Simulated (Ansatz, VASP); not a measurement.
## Al in VASP and in Ansatz

```
Al
1.0
     5.65415    0.00000    0.00000
    -2.82708    4.89664    0.00000
     0.00000    0.00000   40.17199
Al
37
Direct
  0.16667 0.33333 0.24893
  0.16667 0.83333 0.24893
  0.66667 0.33333 0.24893
  0.66667 0.83333 0.24893
  0.00000 0.00000 0.30610
  0.00000 0.50000 0.30610
  0.50000 0.00000 0.30610
  0.50000 0.50000 0.30610
  0.33333 0.16667 0.36326
  0.33333 0.66667 0.36326
  0.83333 0.16667 0.36326
  0.83333 0.66667 0.36326
  0.00000 0.00000 0.42043
  0.00000 0.50000 0.42043
  0.50000 0.00000 0.42043
  0.50000 0.50000 0.42043
  0.16637 0.33319 0.47734
  0.16667 0.83333 0.47721
  0.66681 0.33319 0.47734
  0.66681 0.83363 0.47734
  0.99996 0.00004 0.53439
  0.99996 0.49993 0.53439
  0.50007 0.00004 0.53439
  0.50000 0.50000 0.53438
  0.33334 0.16668 0.59206
  0.33334 0.66666 0.59206
  0.83333 0.16667 0.59201
  0.83332 0.66666 0.59206
  0.00097 0.99903 0.64887
  0.00097 0.50194 0.64887
  0.49806 0.99903 0.64887
  0.50000 0.50000 0.64861
  0.17293 0.33646 0.70561
  0.16667 0.83333 0.70836
  0.66354 0.33646 0.70561
  0.66354 0.82707 0.70561
  0.83333 0.16667 0.75780
```

Alike in both runs: task single point; functional LDA; k mesh 12 × 12 × 1; occupations gaussian, width 0.1 eV; no spin polarisation.

```csv
,VASP,Ansatz
version,VASP 6.6.1,Ansatz 0.2.0
potentials or method,"VASP PAW LDA potentials, release 64 (Al), cutoff 520 eV","scalar-relativistic, plane waves, PAW"
valence electrons in the cell,111,111
```

|  | VASP | Ansatz | Ansatz less VASP |
| --- | --- | --- | --- |
| gap on the k mesh at the Fermi level (eV) | none | none | - |
| rms of the force components (eV/Å) | 0.028 | 0.027 | -0.0006 |
| work function, face that differs most (eV) | 4.45 | 4.44 | -0.010 |

LDA's correlation is that of Perdew and Zunger in VASP and of Perdew and Wang (1992) in Ansatz. Atom by atom the forces differ by 0.002 eV/Å (rms over components). A gap of «none» marks a metal or a gap that the smearing closes. Ansatz's warnings: xc potential rough in thin density.
